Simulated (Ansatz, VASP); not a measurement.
## F: VASP beside Ansatz

INCAR

```
PREC = Accurate
ENCUT = 520
EDIFF = 1E-6
ISMEAR = -1
SIGMA = 0.05
LREAL = False
LASPH = True
NELM = 60
ALGO = Normal
ISIF = 2
LWAVE = False
LCHARG = False
GGA = PE
NBANDS = 22
```

File KPOINTS:

```
regular mesh
0
Gamma
  9 9 4
```

The input POSCAR:

```
F
1.0
    2.7682124513     -1.6508612437      0.0000000000
    2.7682124513      1.6508612437      0.0000000000
   -1.5461845421      0.0000000000      7.1671703327
F
4
Direct
    0.4950000000      0.4950000000      0.4000000000
    0.5050000000      0.5050000000      0.6000000000
    0.9496000000      0.9496000000      0.9004000000
    0.0504000000      0.0504000000      0.0996000000
```

File input.yaml:

```yaml
crystal:
  lattice:
    - [2.7682124513, -1.6508612437, 0.0]
    - [2.7682124513, 1.6508612437, 0.0]
    - [-1.5461845421, 0.0, 7.1671703327]
  atoms:
    - { symbol: F, position: [0.495, 0.495, 0.4] }
    - { symbol: F, position: [0.505, 0.505, 0.6] }
    - { symbol: F, position: [0.9496, 0.9496, 0.9004] }
    - { symbol: F, position: [0.0504, 0.0504, 0.0996] }
hamiltonian:
  xc: pbe
  pseudopotentials: { kind: paw }
kpoints:
  mp_grid: { grid: [9, 9, 4] }
scf:
  occupations: { method: fermi_dirac, width: 0.05 }
output:
  forces: true
  stress: true
  eigenvalues: true
```

Alike in both runs: task single point; functional PBE; k mesh 9 × 9 × 4; occupations fermi-dirac, width 0.05 eV; no spin polarisation.

|  | VASP | Ansatz |
| --- | --- | --- |
| version | VASP 6.6.1 | Ansatz 0.2.0 |
| potentials or method | VASP PAW PBE potentials, release 64 (F) | Ansatz PAW |
| plane-wave cutoff (eV) | 520 | 420 |
| valence electrons in the cell | 28 | 28 |

Ansatz gave:

- gap on the k mesh at the Fermi level (eV): 2.27
- least direct gap on the mesh (eV): 2.27
- pressure (GPa): -2.0
- traceless stress, the component that is largest in VASP (GPa): -5.18
- rms of the force components (eV/Å): 0.637

Question: What did VASP give for the same quantities?

Answer: gap on the k mesh at the Fermi level (eV): 2.21; least direct gap on the mesh (eV): 2.21; pressure (GPa): -1.8; traceless stress, the component that is largest in VASP (GPa): -3.72; rms of the force components (eV/Å): 0.456.

Atom by atom the forces differ by 0.181 eV/Å (rms over components). The functional is the same, so the differences come from potentials, cutoffs and numerics.

Noted on Ansatz's run: odd divisions of the mesh miss points on the zone boundary, where band edges often lie, so the gap on the mesh can be too wide.
